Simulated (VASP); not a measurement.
# SnSe in VASP: a series of runs, part 2 of 2

VASP 6.6.1. The steps go on from the part before.

### Step 3. Single point, LDA (atom 1 (Sn) moved by (-0.600, +0.600) A along x and z)

The input, INCAR:

```
SYSTEM = SnSe
PREC = Accurate
ENCUT = 500
EDIFF = 1E-6
ISMEAR = 0
SIGMA = 0.05
LREAL = .FALSE.
LASPH = .TRUE.
NELM = 120
ALGO = Normal
ISIF = 2
LWAVE = .FALSE.
LCHARG = .FALSE.
GGA = CA
NBANDS = 28
GGA_COMPAT = .FALSE.
```

The input, KPOINTS:

```
Automatic mesh
0
G
  6 6 4
  0 0 0
```

The input, POSCAR:

```
SnSe
1.0
    4.1898989384      0.0000000000      0.0000000000
    0.0000000000      4.1898989384      0.0000000000
    0.0000000000      0.0000000000     10.9796229033
Sn Se
2 2
Direct
    0.3567984553      0.0000000000      0.4328100200
    0.0000000000      0.5000000000      0.6218366655
    0.5000000000      0.0000000000      0.6217782147
    0.0000000000      0.5000000000      0.3782217853
```

Potentials or basis: VASP PAW LDA potentials, release 64 (Sn_d, Se).

Command:

```bash
$ cat potpaw_LDA.64/Sn_d/POTCAR potpaw_LDA.64/Se/POTCAR > POTCAR
$ mpirun -np 1 vasp_std > vasp.out
```

OUTCAR:

```text
SYSTEM = SnSe
   PREC = Accurate
   ENCUT = 500
   EDIFF = 1E-6
   ISMEAR = 0
   LREAL = .FALSE.
   LASPH = .TRUE.
   NELM = 120
   ISIF = 2
   GGA = CA

 ion  position               nearest neighbor table
   1  0.357  0.000  0.433-   3 2.16   4 2.64   4 2.64   2 3.31   2 3.31
   2  0.000  0.500  0.622-   4 2.67   3 2.96   3 2.96   3 2.96   3 2.96   1 3.31   1 3.31
   3  0.500  0.000  0.622-   1 2.16   2 2.96   2 2.96   2 2.96   2 2.96
   4  0.000  0.500  0.378-   1 2.64   1 2.64   2 2.67

  LATTYP: Found a simple tetragonal cell.
 ALAT       =     4.1898989384
 C/A-ratio  =     2.6204982661

  Lattice vectors:

 A1 = (   4.1898989384,   0.0000000000,   0.0000000000)
 A2 = (   0.0000000000,   4.1898989384,   0.0000000000)
 A3 = (   0.0000000000,   0.0000000000,  10.9796229033)

Analysis of symmetry for initial positions (statically):
=====================================================================
 Subroutine PRICEL returns:
 Original cell was already a primitive cell.

 Routine SETGRP: Setting up the symmetry group for a
 simple tetragonal supercell.

 Subroutine GETGRP returns: Found  2 space group operations
 (whereof  2 operations were pure point group operations)
[... 172 lines left out ...]
 cond. band min:       1.9118001189   @ k =   0.5000   0.0000   0.0000
 fundamental gap:      0.4578120696
 Fermi energy:         1.6847954736

 k-point     1 :       0.0000    0.0000    0.0000
  band No.  band energies     occupation
      1     -20.6536      2.00000
      2     -20.6287      2.00000
      3     -20.6211      2.00000
      4     -20.5723      2.00000
      5     -20.5683      2.00000
      6     -20.5150      2.00000
[... 733 lines left out ...]
     27       6.6726      0.00000
     28       7.0525      0.00000

 [... further k-points ...]

------------------------ aborting loop because EDIFF is reached ----------------------------------------

  FORCE on cell =-STRESS in cart. coord.  units (eV):
  Direction    XX          YY          ZZ          XY          YZ          ZX
  --------------------------------------------------------------------------------------
  -------------------------------------------------------------------------------------
  Total        3.7453166      4.3274897     17.3919869      0.0000000      0.0000000      4.0229643
  in kB       31.1318261     35.9709660    144.5656998      0.0000000      0.0000000     33.4396896
  external PRESSURE =      70.5561640 kB  Pullay stress =       0.0000000 kB

 VOLUME and BASIS-vectors are now :
 -----------------------------------------------------------------------------
  energy-cutoff  :      500.00
  volume of cell :      192.75
      direct lattice vectors                 reciprocal lattice vectors
     4.189898938  0.000000000  0.000000000     0.238669241  0.000000000  0.000000000
     0.000000000  4.189898938  0.000000000     0.000000000  0.238669241  0.000000000
     0.000000000  0.000000000 10.979622903     0.000000000  0.000000000  0.091077809

 POSITION                                       TOTAL-FORCE (eV/Angst)
 -----------------------------------------------------------------------------------
      1.49495      0.00000      4.75209        -0.216498      0.000000     -9.015877
      0.00000      2.09495      6.82753        -0.556611      0.000000      0.255703
      2.09495      0.00000      6.82689         2.109727      0.000000      8.281895
      0.00000      2.09495      4.15273        -1.336618      0.000000      0.478279
 -----------------------------------------------------------------------------------
    total drift:                               -0.000250      0.000000      0.001227

  FREE ENERGIE OF THE ION-ELECTRON SYSTEM (eV)
  ---------------------------------------------------
  free  energy   TOTEN  =       -16.1352820318 eV

  energy  without entropy=      -16.1352820318  energy(sigma->0) =      -16.13528203
```

OSZICAR:

```text
N       E                     dE             d eps       ncg     rms          rms(c)
DAV:   1     0.354682387357E+03    0.35468E+03   -0.18592E+04  3308   0.145E+03
DAV:   2     0.320033341255E+02   -0.32268E+03   -0.31459E+03  3380   0.368E+02
DAV:   3    -0.144505424758E+02   -0.46454E+02   -0.45787E+02  3936   0.149E+02
DAV:   4    -0.166193457081E+02   -0.21688E+01   -0.21609E+01  3728   0.347E+01
DAV:   5    -0.166821415154E+02   -0.62796E-01   -0.62780E-01  4352   0.601E+00    0.758E+00
DAV:   6    -0.162008084165E+02    0.48133E+00   -0.11698E+00  4460   0.775E+00    0.462E+00
DAV:   7    -0.161435996077E+02    0.57209E-01   -0.34531E-01  3940   0.374E+00    0.121E+00
DAV:   8    -0.161352956228E+02    0.83040E-02   -0.46784E-02  3860   0.198E+00    0.418E-01
DAV:   9    -0.161331148714E+02    0.21808E-02   -0.10108E-02  4048   0.792E-01    0.146E-01
DAV:  10    -0.161331603968E+02   -0.45525E-04   -0.34270E-03  3812   0.461E-01    0.723E-02
DAV:  11    -0.161333550603E+02   -0.19466E-03   -0.99435E-04  3516   0.327E-01    0.438E-02
DAV:  12    -0.161342542972E+02   -0.89924E-03   -0.71378E-04  3372   0.195E-01    0.317E-02
DAV:  13    -0.161349697418E+02   -0.71544E-03   -0.31249E-04  3716   0.923E-02    0.169E-02
DAV:  14    -0.161352141415E+02   -0.24440E-03   -0.64233E-05  3664   0.393E-02    0.663E-03
DAV:  15    -0.161352648158E+02   -0.50674E-04   -0.10386E-05  3844   0.183E-02    0.283E-03
DAV:  16    -0.161352792650E+02   -0.14449E-04   -0.27640E-06  2860   0.690E-03    0.146E-03
DAV:  17    -0.161352817511E+02   -0.24862E-05   -0.92841E-07  2828   0.575E-03    0.878E-04
DAV:  18    -0.161352820318E+02   -0.28070E-06   -0.24619E-07  2584   0.493E-03
   1 F= -.16135282E+02 E0= -.16135282E+02  d E =-.159581E-11
```

stdout:

```text
POSCAR found type information on POSCAR SnSe
 POSCAR found :  2 types and       4 ions
 scaLAPACK will be used
 LDA part: xc-table for (Slater(with rela. corr.)+CA(PZ))
 , standard interpolation
 POSCAR, INCAR and KPOINTS ok, starting setup
 FFT: planning ... GRIDC
 FFT: planning ... GRID_SOFT
 FFT: planning ... GRID
 WAVECAR not read
 entering main loop
```

Run time: 2.9 min. Hardware: 1 thread of Oxide Virtual Turin-like, shared host; peak memory 0.35 GiB.

What came out:

* Free energy: -16.1353 eV
* Largest force: 9.018 eV/Å
* Band gap on the k mesh: 0.46 eV (least direct gap 0.52 eV)

Forces on the atoms (eV/Å):
```
Sn  -0.216  0.000 -9.016
Sn  -0.557  0.000  0.256
Se   2.110  0.000  8.282
Se  -1.337  0.000  0.478
```

Levels at points of the mesh, in eV from the valence-band top:
| k point | band 16 | band 17 | band 18 | band 19 | band 20 | band 21 | band 22 | band 23 | band 24 | band 25 |
| --- | --- | --- | --- | --- | --- | --- | --- | --- | --- | --- |
| (0.00, 0.00, 0.00) | -4.48 | -3.41 | -2.95 | -2.58 | -1.15 | 1.14 | 1.59 | 3.40 | 3.72 | 3.91 |
| (0.50, 0.00, 0.00) | -3.77 | -3.55 | -2.82 | -1.91 | -0.50 | 0.46 | 0.65 | 1.70 | 1.90 | 2.59 |
| (0.00, 0.50, 0.00) | -3.57 | -3.35 | -2.77 | -1.28 | -0.87 | 0.77 | 1.02 | 1.73 | 2.33 | 2.69 |
| (0.50, 0.50, 0.00) | -5.74 | -4.80 | -4.01 | -2.77 | -1.38 | 2.34 | 2.54 | 3.14 | 4.45 | 4.59 |
| (0.00, 0.00, 0.50) | -4.48 | -3.41 | -2.95 | -2.58 | -1.15 | 1.13 | 1.45 | 3.72 | 3.90 | 4.03 |
| (0.50, 0.00, 0.50) | -3.77 | -3.55 | -2.82 | -1.91 | -0.50 | 0.46 | 0.65 | 1.69 | 1.88 | 2.59 |
| (0.00, 0.50, 0.50) | -3.57 | -3.35 | -2.77 | -1.28 | -0.87 | 0.77 | 1.02 | 1.70 | 2.33 | 2.69 |
| (0.50, 0.50, 0.50) | -5.74 | -4.80 | -4.01 | -2.77 | -1.38 | 2.35 | 2.52 | 3.15 | 4.43 | 4.58 |

Caveat: the cell differs from its parent crystal (atom 1 (Sn) moved by (-0.600, +0.600) A along x and z); there is no dipole correction, which matters where the two faces differ; semilocal functionals underestimate gaps, and a narrow one can read as zero; spin-orbit coupling is left out, which moves the levels of the heavy elements.

### Step 4. Single point, LDA (atom 1 (Sn) moved by (-0.600, -0.300) A along x and z)

The input, INCAR:

```
SYSTEM = SnSe
ALGO = Normal ; EDIFF = 1E-6
ENCUT = 500 ; GGA = CA
GGA_COMPAT = .False. ; ISIF = 2
ISMEAR = 0 ; LASPH = .True.
LCHARG = .True. ; LELF = .True.
LREAL = .False. ; LVHAR = .True.
LWAVE = .False. ; NBANDS = 28
NELM = 120 ; PREC = Accurate
SIGMA = 0.05
```

The input, KPOINTS:

```
k-points
0
Gamma
  6 6 4
  0 0 0
```

POSCAR: that of step 3 with these lines changed.

```diff
@@ -8,3 +8,3 @@
 Direct
-    0.3567984553      0.0000000000      0.4328100200
+    0.3567984553      0.0000000000      0.3508399917
     0.0000000000      0.5000000000      0.6218366655
```

Potentials or basis: VASP PAW LDA potentials, release 64 (Sn_d, Se).

Command:

```bash
$ cat potpaw_LDA.64/Sn_d/POTCAR potpaw_LDA.64/Se/POTCAR > POTCAR
$ mpirun -np 1 vasp_std > vasp.out
```

OUTCAR:

```text
SYSTEM = SnSe
   EDIFF = 1E-6
   ENCUT = 500
   GGA = CA
   ISIF = 2
   ISMEAR = 0
   LASPH = .True.
   LREAL = .False.
   NELM = 120
   PREC = Accurate

 ion  position               nearest neighbor table
   1  0.357  0.000  0.351-   4 2.59   4 2.59   3 3.03
   2  0.000  0.500  0.622-   4 2.67   3 2.96   3 2.96   3 2.96   3 2.96
   3  0.500  0.000  0.622-   2 2.96   2 2.96   2 2.96   2 2.96   1 3.03
   4  0.000  0.500  0.378-   1 2.59   1 2.59   2 2.67

  LATTYP: Found a simple tetragonal cell.
 ALAT       =     4.1898989384
 C/A-ratio  =     2.6204982661

  Lattice vectors:

 A1 = (   4.1898989384,   0.0000000000,   0.0000000000)
 A2 = (   0.0000000000,   4.1898989384,   0.0000000000)
 A3 = (   0.0000000000,   0.0000000000,  10.9796229033)

Analysis of symmetry for initial positions (statically):
=====================================================================
 Subroutine PRICEL returns:
 Original cell was already a primitive cell.

 Routine SETGRP: Setting up the symmetry group for a
[... 169 lines left out ...]
  free energy    TOTEN  =       -17.99432527 eV

  energy without entropy =      -17.99432527  energy(sigma->0) =      -17.99432527

 E-fermi :   1.6759     XC(G=0):  -6.4399

 val. band max:        1.4210272722   @ k =   0.0000   0.5000   0.0000
 cond. band min:       1.9100733133   @ k =   0.0000   0.1667   0.5000
 fundamental gap:      0.4890460411
 Fermi energy:         1.6758791382

 k-point     1 :       0.0000    0.0000    0.0000
  band No.  band energies     occupation
      1     -20.4568      2.00000
      2     -20.4311      2.00000
      3     -20.4077      2.00000
      4     -20.3863      2.00000
      5     -20.3703      2.00000
      6     -20.1629      2.00000
[... 733 lines left out ...]
     27       6.3739      0.00000
     28       6.8104      0.00000

 [... further k-points ...]

------------------------ aborting loop because EDIFF is reached ----------------------------------------

  FORCE on cell =-STRESS in cart. coord.  units (eV):
  Direction    XX          YY          ZZ          XY          YZ          ZX
  --------------------------------------------------------------------------------------
  -------------------------------------------------------------------------------------
  Total        1.3898883      1.8596390     -1.4578061      0.0000000      0.0000000     -0.9757451
  in kB       11.5530317     15.4576941    -12.1175784      0.0000000      0.0000000     -8.1105900
  external PRESSURE =       4.9643825 kB  Pullay stress =       0.0000000 kB

 VOLUME and BASIS-vectors are now :
 -----------------------------------------------------------------------------
  energy-cutoff  :      500.00
  volume of cell :      192.75
      direct lattice vectors                 reciprocal lattice vectors
     4.189898938  0.000000000  0.000000000     0.238669241  0.000000000  0.000000000
     0.000000000  4.189898938  0.000000000     0.000000000  0.238669241  0.000000000
     0.000000000  0.000000000 10.979622903     0.000000000  0.000000000  0.091077809

 POSITION                                       TOTAL-FORCE (eV/Angst)
 -----------------------------------------------------------------------------------
      1.49495      0.00000      3.85209         1.681083      0.000000      0.563223
      0.00000      2.09495      6.82753        -0.189992      0.000000      0.284487
      2.09495      0.00000      6.82689         0.014285      0.000000     -0.754186
      0.00000      2.09495      4.15273        -1.505375      0.000000     -0.093523
 -----------------------------------------------------------------------------------
    total drift:                               -0.000650      0.000000      0.000596

  FREE ENERGIE OF THE ION-ELECTRON SYSTEM (eV)
  ---------------------------------------------------
  free  energy   TOTEN  =       -17.9943252711 eV

  energy  without entropy=      -17.9943252711  energy(sigma->0) =      -17.99432527
```

OSZICAR:

```text
N       E                     dE             d eps       ncg     rms          rms(c)
DAV:   1     0.344268174122E+03    0.34427E+03   -0.18446E+04  3252   0.145E+03
DAV:   2     0.291356667422E+02   -0.31513E+03   -0.30676E+03  3400   0.366E+02
DAV:   3    -0.163051577342E+02   -0.45441E+02   -0.44526E+02  3832   0.146E+02
DAV:   4    -0.185184313781E+02   -0.22133E+01   -0.22044E+01  3728   0.343E+01
DAV:   5    -0.185787141748E+02   -0.60283E-01   -0.60269E-01  4204   0.599E+00    0.526E+00
DAV:   6    -0.180562158186E+02    0.52250E+00   -0.11047E+00  4436   0.684E+00    0.326E+00
DAV:   7    -0.180100655032E+02    0.46150E-01   -0.35060E-01  3800   0.278E+00    0.121E+00
DAV:   8    -0.179955689374E+02    0.14497E-01   -0.46537E-02  4012   0.146E+00    0.282E-01
DAV:   9    -0.179920276423E+02    0.35413E-02   -0.10854E-02  4076   0.564E-01    0.138E-01
DAV:  10    -0.179918615751E+02    0.16607E-03   -0.20798E-03  3940   0.227E-01    0.580E-02
DAV:  11    -0.179928350786E+02   -0.97350E-03   -0.17660E-03  3636   0.132E-01    0.650E-02
DAV:  12    -0.179936926862E+02   -0.85761E-03   -0.32929E-04  3880   0.700E-02    0.276E-02
DAV:  13    -0.179941954793E+02   -0.50279E-03   -0.13149E-04  3488   0.370E-02    0.121E-02
DAV:  14    -0.179943140539E+02   -0.11857E-03   -0.28844E-05  3192   0.233E-02    0.623E-03
DAV:  15    -0.179943216636E+02   -0.76098E-05   -0.28756E-06  3188   0.106E-02    0.258E-03
DAV:  16    -0.179943251185E+02   -0.34549E-05   -0.15390E-06  2860   0.548E-03    0.143E-03
DAV:  17    -0.179943252711E+02   -0.15258E-06   -0.11100E-07  2832   0.232E-03
   1 F= -.17994325E+02 E0= -.17994325E+02  d E =-.121730E-12
```

stdout:

```text
POSCAR found type information on POSCAR SnSe
 POSCAR found :  2 types and       4 ions
 scaLAPACK will be used
 LDA part: xc-table for (Slater(with rela. corr.)+CA(PZ))
 , standard interpolation
 POSCAR, INCAR and KPOINTS ok, starting setup
 FFT: planning ... GRIDC
 FFT: planning ... GRID_SOFT
 FFT: planning ... GRID
 WAVECAR not read
 entering main loop
```

Wall time 4.1 min (1 thread of Oxide Virtual Turin-like, shared host); peak memory 0.35 GiB.

Results:

| Property | Result |
| --- | --- |
| Free energy | -17.9943 eV |
| Largest force | 1.773 eV/Å |
| Band gap on the k mesh | 0.49 eV (least direct gap 0.74 eV) |

Forces in eV/Å, atoms in the order of the input:
```
Sn   1.681  0.000  0.563
Sn  -0.190  0.000  0.284
Se   0.014  0.000 -0.754
Se  -1.505  0.000 -0.094
```

Caveat: the cell differs from its parent crystal (atom 1 (Sn) moved by (-0.600, -0.300) A along x and z); there is no dipole correction, which matters where the two faces differ; semilocal functionals underestimate gaps, and a narrow one can read as zero; spin-orbit coupling is left out, which moves the levels of the heavy elements.

### Step 5. The runs side by side

```csv
cell,gap on the mesh (eV),largest force (eV/Å)
"as given, atomic positions A",0.88,2.04
"as given, atomic positions B",0.46,9.02
"as given, atomic positions C",0.49,1.77
```

Alike in all rows: task single point; level LDA; potentials or basis VASP PAW LDA potentials, release 64 (Sn_d, Se); no spin polarisation; k mesh 6 × 6 × 4; cutoff (eV) 500; smearing gaussian 0.05 eV.

Caveats: there is no dipole correction, which matters where the two faces differ; spin-orbit coupling is left out, which moves the levels of the heavy elements; semilocal functionals underestimate gaps, and a narrow one can read as zero (at least some runs).

Total energies depend on the potentials used, so only differences within one code and one set of settings carry meaning.
